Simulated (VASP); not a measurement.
# WS2 (R3m) in VASP: a series of runs

WS2 is run at these levels: LDA; tasks: electric field gradients.

Everything below comes from runs of VASP 6.6.1. Logs are shortened: lines on timing, memory, paths and dates and some standing lists are left out, and cuts for length are marked.

### 1 The cell of the first run

Symmetry: R3m, No. 160, trigonal system. The conventional cell has a = 3.094 Å, b = 3.094 Å, c = 18.113 Å, α = 90.00°, β = 90.00°, γ = 120.00°. W (site symmetry 3m) has 6 S at 2.34 to 2.37 Å and 6 W at 3.09 Å within 3.1 Å. Within 3.1 Å of S (site symmetry 3m) lie 3 W at 2.34 Å and 7 S at 3.07 to 3.09 Å. Within 3.1 Å of S (site symmetry 3m) lie 3 W at 2.37 Å and 7 S at 3.07 to 3.09 Å.

### 2 Electric field gradients, LDA (volume scaled by 0.94)

Input file INCAR:

```
PREC = Accurate ; ENCUT = 520
EDIFF = 1E-8 ; ISMEAR = -1
SIGMA = 0.08 ; LREAL = False
LASPH = True ; NELM = 100
ALGO = Normal ; ISIF = 2
LWAVE = False ; LCHARG = False
LEFG = True ; NBANDS = 20
```

Input file KPOINTS:

```
regular mesh
0
Gamma
  13 13 13
```

Input file POSCAR:

```
WS2
1.0
    1.5467668421      0.8930262526      6.0375124514
   -1.5467668421      0.8930262526      6.0375124514
    0.0000000000     -1.7860525053      6.0375124514
W S
1 2
Direct
    0.0000000000      0.0000000000      0.0000000000
    0.7503000000      0.7503000000      0.7503000000
    0.5810000000      0.5810000000      0.5810000000
```

Potentials or basis: VASP PAW LDA potentials, release 64 (W_sv, S).

Started as:

```sh
$ cat potpaw_LDA.64/W_sv/POTCAR potpaw_LDA.64/S/POTCAR > POTCAR
$ mpirun -np 1 vasp_std > vasp.out
```

OUTCAR:

```text
PREC = Accurate
   ENCUT = 520
   EDIFF = 1E-8
   ISMEAR = -1
   LREAL = False
   LASPH = True
   NELM = 100
   ISIF = 2

 ion  position               nearest neighbor table
   1  0.000  0.000  0.000-   2 2.34   2 2.34   2 2.34   3 2.37   3 2.37   3 2.37
   2  0.750  0.750  0.750-   1 2.34   1 2.34   1 2.34
   3  0.581  0.581  0.581-   1 2.37   1 2.37   1 2.37

  LATTYP: Found a trigonal (rhomboedric) cell.
 ALAT       =     6.2961528057
 COS(alpha) =     0.8792939096

  Lattice vectors:

 A1 = (   1.5467668421,   0.8930262526,   6.0375124514)
 A2 = (  -1.5467668421,   0.8930262526,   6.0375124514)
 A3 = (   0.0000000000,  -1.7860525053,   6.0375124514)

Analysis of symmetry for initial positions (statically):
=====================================================================
 Subroutine PRICEL returns:
 Original cell was already a primitive cell.

 Routine SETGRP: Setting up the symmetry group for a
 trigonal (rhombohedral) supercell.

 Subroutine GETGRP returns: Found  6 space group operations
 (whereof  6 operations were pure point group operations)
 out of a pool of 12 trial point group operations.

The static configuration has the point symmetry C_3v.

Analysis of symmetry for dynamics (positions and initial velocities):
=====================================================================
 Subroutine PRICEL returns:
 Original cell was already a primitive cell.

 Routine SETGRP: Setting up the symmetry group for a
 trigonal (rhombohedral) supercell.

 Subroutine GETGRP returns: Found  6 space group operations
 (whereof  6 operations were pure point group operations)
 out of a pool of 12 trial point group operations.

The dynamic configuration has the point symmetry C_3v.

 Subroutine INISYM returns: Found  6 space group operations
 (whereof  6 operations are pure point group operations),
 and found     1 'primitive' translations

----------------------------------------------------------------------------------------

                                     Primitive cell

  volume of cell :      50.0378

  direct lattice vectors                    reciprocal lattice vectors
     1.546766842  0.893026253  6.037512451     0.323254925  0.186631318  0.055210376
    -1.546766842  0.893026253  6.037512451    -0.323254925  0.186631318  0.055210376
[... 121 lines left out ...]
 maximum number of plane-waves:      1361
   NGX = 23   NGY = 23   NGZ = 23

 number of electron      25.9999998 magnetization

 Free energy of the ion-electron system (eV)
  ---------------------------------------------------
  ext. energy  EPLUGINS =         0.00000000
  ---------------------------------------------------
  free energy    TOTEN  =       -26.19630657 eV

  energy without entropy =      -26.19626306  energy(sigma->0) =      -26.19628481

 E-fermi :   8.6050     XC(G=0): -11.5344

 val. band max:        8.2195834999   @ k =   0.4615   0.4615   0.4615
 cond. band min:       9.1741788157   @ k =  -0.1538   0.1538   0.0000
 fundamental gap:      0.9545953159
 Fermi energy:         8.6050310425

 k-point     1 :       0.0000    0.0000    0.0000
  band No.  band energies     occupation
      1     -65.9409      2.00000
      2     -30.5589      2.00000
      3     -30.2995      2.00000
      4     -30.2995      2.00000
      5      -7.8981      2.00000
      6      -5.6293      2.00000
[... 541 lines left out ...]
     19      16.0038      0.00000
     20      16.6645      0.00000

 [... further k-points ...]
[... 5 lines left out ...]
  --------------------------------------------------------------------------------------
  -------------------------------------------------------------------------------------
  Total        2.4299327      2.4299327      2.9007767      0.0000000     -0.0000000      0.0000000
  in kB       77.8048110     77.8048110     92.8809201      0.0000000     -0.0000000      0.0000000
  external PRESSURE =      82.8301807 kB  Pullay stress =       0.0000000 kB

 VOLUME and BASIS-vectors are now :
 -----------------------------------------------------------------------------
  energy-cutoff  :      520.00
  volume of cell :       50.04
      direct lattice vectors                 reciprocal lattice vectors
     1.546766842  0.893026253  6.037512451     0.323254925  0.186631318  0.055210376
    -1.546766842  0.893026253  6.037512451    -0.323254925  0.186631318  0.055210376
     0.000000000 -1.786052505  6.037512451     0.000000000 -0.373262636  0.055210376

 POSITION                                       TOTAL-FORCE (eV/Angst)
 -----------------------------------------------------------------------------------
      0.00000      0.00000      0.00000         0.000000      0.000000     -0.677972
      0.00000     -0.00000     13.58984         0.000000     -0.000000      1.293255
      0.00000     -0.00000     10.52338         0.000000      0.000000     -0.615283
 -----------------------------------------------------------------------------------
    total drift:                                0.000000      0.000000      0.000065

  FREE ENERGIE OF THE ION-ELECTRON SYSTEM (eV)
  ---------------------------------------------------
  free  energy   TOTEN  =       -26.1963065722 eV

  energy  without entropy=      -26.1962630551  energy(sigma->0) =      -26.19628481

 Electric field gradients (V/A^2)
---------------------------------------------------------------------
 ion       V_xx      V_yy      V_zz      V_xy      V_xz      V_yz
---------------------------------------------------------------------
   1      86.110    86.110  -172.219    -0.000     0.000     0.000
   2      27.295    27.295   -54.590     0.000     0.000     0.000
   3      23.289    23.289   -46.578    -0.000     0.000     0.000
---------------------------------------------------------------------

 Electric field gradients after diagonalization (V/A^2)
 (convention: |V_zz| > |V_xx| > |V_yy|)
----------------------------------------------------------------------
 ion       V_xx      V_yy      V_zz     asymmetry (V_yy - V_xx)/ V_zz
----------------------------------------------------------------------
   1      86.110    86.110  -172.219       0.000
   2      27.295    27.295   -54.590       0.000
   3      23.289    23.289   -46.578       0.000
----------------------------------------------------------------------

           NMR quadrupolar parameters

 Cq : quadrupolar parameter    Cq=e*Q*V_zz/h
 eta: asymmetry parameters     (V_yy - V_xx)/ V_zz
 Q  : nuclear electric quadrupole moment in mb (millibarn)
----------------------------------------------------------------------
 ion       Cq(MHz)       eta       Q (mb)
----------------------------------------------------------------------
   1      -0.416       0.000       1.000
   2      -0.132       0.000       1.000
   3      -0.113       0.000       1.000
----------------------------------------------------------------------
```

OSZICAR:

```text
N       E                     dE             d eps       ncg     rms          rms(c)
DAV:   1     0.198966806829E+03    0.19897E+03   -0.13035E+04  9240   0.130E+03
DAV:   2    -0.171323909558E+02   -0.21610E+03   -0.20897E+03 10676   0.349E+02
DAV:   3    -0.273022141084E+02   -0.10170E+02   -0.10067E+02 11700   0.710E+01
DAV:   4    -0.274421565458E+02   -0.13994E+00   -0.13984E+00 11096   0.898E+00
DAV:   5    -0.274444486053E+02   -0.22921E-02   -0.22919E-02 11428   0.121E+00    0.311E+01
DAV:   6    -0.263770563992E+02    0.10674E+01   -0.45717E+00 10412   0.151E+01    0.128E+01
DAV:   7    -0.262459999608E+02    0.13106E+00   -0.10864E+00  9708   0.603E+00    0.571E+00
DAV:   8    -0.261988848248E+02    0.47115E-01   -0.23765E-01 10668   0.324E+00    0.129E+00
DAV:   9    -0.261966369547E+02    0.22479E-02   -0.12639E-02 11532   0.773E-01    0.536E-01
DAV:  10    -0.261963367147E+02    0.30024E-03   -0.37856E-03 10648   0.415E-01    0.626E-02
DAV:  11    -0.261963069349E+02    0.29780E-04   -0.31545E-04 10492   0.122E-01    0.584E-02
DAV:  12    -0.261963064968E+02    0.43817E-06   -0.40818E-05 11040   0.496E-02    0.103E-02
DAV:  13    -0.261963065743E+02   -0.77494E-07   -0.37107E-06 10740   0.146E-02    0.376E-03
DAV:  14    -0.261963065578E+02    0.16486E-07   -0.39375E-07 10884   0.413E-03    0.144E-03
DAV:  15    -0.261963065718E+02   -0.14043E-07   -0.36583E-08 10044   0.141E-03    0.344E-04
DAV:  16    -0.261963065722E+02   -0.35061E-09   -0.43378E-09  5968   0.471E-04
   1 F= -.26196307E+02 E0= -.26196285E+02  d E =-.435171E-04
```

stdout:

```text
POSCAR found type information on POSCAR W S
 POSCAR found :  2 types and       3 ions
 scaLAPACK will be used
 LDA part: xc-table for (Slater(with rela. corr.)+CA(PZ))
 , standard interpolation
 POSCAR, INCAR and KPOINTS ok, starting setup
 FFT: planning ... GRIDC
 FFT: planning ... GRID_SOFT
 FFT: planning ... GRID
 WAVECAR not read
 entering main loop
ion   1

ion   2

ion   3
```

Wall time 11 min (1 thread of Intel Xeon 6975P-C, shared host); peak memory 0.41 GiB.

What came out:

| Item | Value |
| --- | --- |
| Free energy | -26.1963 eV |
| Pressure | 8.3 GPa |
| Largest force | 1.293 eV/Å |
| Band gap on the k mesh | 0.95 eV, indirect (least direct gap 2.27 eV) |

Forces on the atoms (eV/Å):
```
W    0.000  0.000 -0.678
S    0.000  0.000  1.293
S    0.000  0.000 -0.615
```

Levels at points of the mesh, in eV from the valence-band top:
| k point | band 10 | band 11 | band 12 | band 13 | band 14 | band 15 | band 16 | band 17 |
| --- | --- | --- | --- | --- | --- | --- | --- | --- |
| (0.00, 0.00, 0.00) | -2.48 | -2.48 | -1.66 | -1.42 | 2.24 | 2.24 | 2.72 | 2.72 |

Electric field gradients, principal values (V/Å²):
```csv
atom,least,middle,greatest (by size)
1 W,86.110,86.110,-172.219
2 S,27.295,27.295,-54.590
3 S,23.289,23.289,-46.578
```

Caveat: without QUAD_EFG the Cq values of the log hold for a quadrupole moment of 1 mb, not for the nuclei; spin-orbit coupling is left out, which moves the levels of the heavy elements; forces of over 1 eV/Å act on the atoms, so gaps and moduli don't describe the material at rest.

(Part 1 of 3 ends here.)
